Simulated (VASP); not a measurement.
Wanted: the native input for a VASP 6.6.1 run.

```yaml
Task: single point
Functional: r2SCAN
Potentials_or_basis: VASP PAW PBE potentials, release 64 (Co, O)
Cutoff: 520 eV
k_mesh: 6 × 6 × 6
Occupations: fermi-dirac, width 0.05 eV
Spin: no spin polarisation
Dipole_correction: no
Further_INCAR_settings: ALGO = Normal; EDIFF = 1e-06; NBANDS = 64
```

The system is Co3O4.

```
Co O
1.0
     0.00000    4.03250    4.03250
     4.03250    0.00000    4.03250
     4.03250    4.03250    0.00000
Co O
6 8
Direct
  0.62500 0.62500 0.62500
  0.12500 0.62500 0.62500
  0.62500 0.62500 0.12500
  0.62500 0.12500 0.62500
  0.00000 0.00000 0.00000
  0.25000 0.25000 0.25000
  0.38800 0.38800 0.38800
  0.41400 0.86200 0.86200
  0.38800 0.38800 0.83600
  0.86200 0.41400 0.86200
  0.83600 0.38800 0.38800
  0.86200 0.86200 0.86200
  0.38800 0.83600 0.38800
  0.86200 0.86200 0.41400
```

These files were run (other wordings do the same):

POSCAR

```
Co3O4
1.0
    0.0000000000      4.0325000000      4.0325000000
    4.0325000000      0.0000000000      4.0325000000
    4.0325000000      4.0325000000      0.0000000000
Co O
6 8
Direct
    0.6250000000      0.6250000000      0.6250000000
    0.1250000000      0.6250000000      0.6250000000
    0.6250000000      0.6250000000      0.1250000000
    0.6250000000      0.1250000000      0.6250000000
    0.0000000000      0.0000000000      0.0000000000
    0.2500000000      0.2500000000      0.2500000000
    0.3880000000      0.3880000000      0.3880000000
    0.4140000000      0.8620000000      0.8620000000
    0.3880000000      0.3880000000      0.8360000000
    0.8620000000      0.4140000000      0.8620000000
    0.8360000000      0.3880000000      0.3880000000
    0.8620000000      0.8620000000      0.8620000000
    0.3880000000      0.8360000000      0.3880000000
    0.8620000000      0.8620000000      0.4140000000
```

INCAR.step1

```
SYSTEM = Co3O4
PREC     = Accurate       ! precision mode
ENCUT    = 520            ! plane-wave cutoff, eV
ISMEAR   = -1             ! smearing method
SIGMA    = 0.05           ! smearing width, eV
LREAL    = .False.        ! projectors in reciprocal space
LASPH    = .True.         ! aspherical terms in the spheres
NELM     = 100            ! most SCF steps
NBANDS   = 64             ! bands
GGA      = PE             ! functional
ALGO     = Normal         ! electronic algorithm
EDIFF    = 1E-4           ! SCF threshold, eV
LWAVE    = .True.         ! write WAVECAR
LCHARG   = .False.        ! write CHGCAR
```

INCAR.step2

```
SYSTEM = Co3O4
PREC     = Accurate       ! precision mode
ENCUT    = 520            ! plane-wave cutoff, eV
EDIFF    = 1E-6           ! SCF threshold, eV
ISMEAR   = -1             ! smearing method
SIGMA    = 0.05           ! smearing width, eV
LREAL    = .False.        ! projectors in reciprocal space
LASPH    = .True.         ! aspherical terms in the spheres
NELM     = 100            ! most SCF steps
ALGO     = Normal         ! electronic algorithm
ISIF     = 2              ! what is computed and relaxed
LWAVE    = .False.        ! write WAVECAR
LCHARG   = .True.         ! write CHGCAR
METAGGA  = R2SCAN         ! meta-GGA
LMIXTAU  = .True.       
LELF     = .True.         ! ELF
LVHAR    = .True.       
NBANDS   = 64             ! bands
ISTART   = 1
```

KPOINTS

```
Automatic mesh
0
Gamma
  6 6 6
  0 0 0
```

Potentials or basis: VASP PAW PBE potentials, release 64 (Co, O).

The run is started by

```bash
$ cat potpaw_PBE.64/Co/POTCAR potpaw_PBE.64/O/POTCAR > POTCAR
$ cp INCAR.step1 INCAR
$ mpirun -np 1 vasp_std > vasp.out
$ cp INCAR.step2 INCAR
$ mpirun -np 1 vasp_std > vasp.out
```

It gave:

```json
{
 "Pressure": "-6.9 GPa",
 "Largest force": "0.614 eV/Å",
 "Band gap on the k mesh": "zero (bands 51 and 52 overlap by 0.08 eV)"
}
```

Caveat: the cell stands under tension; the PAW data sets were made with another functional, which shifts forces and pressure a little; the run has no spin polarisation, though such a crystal can be magnetic; semilocal functionals often make such compounds metallic where correlation or magnetic order opens a gap, which also shifts bond lengths.

Run time: 7.9 min on 1 thread of Intel(R) Xeon(R) Platinum 8375C CPU @ 2.90GHz (Ice Lake), on a shared host, peak memory 0.34 GiB.
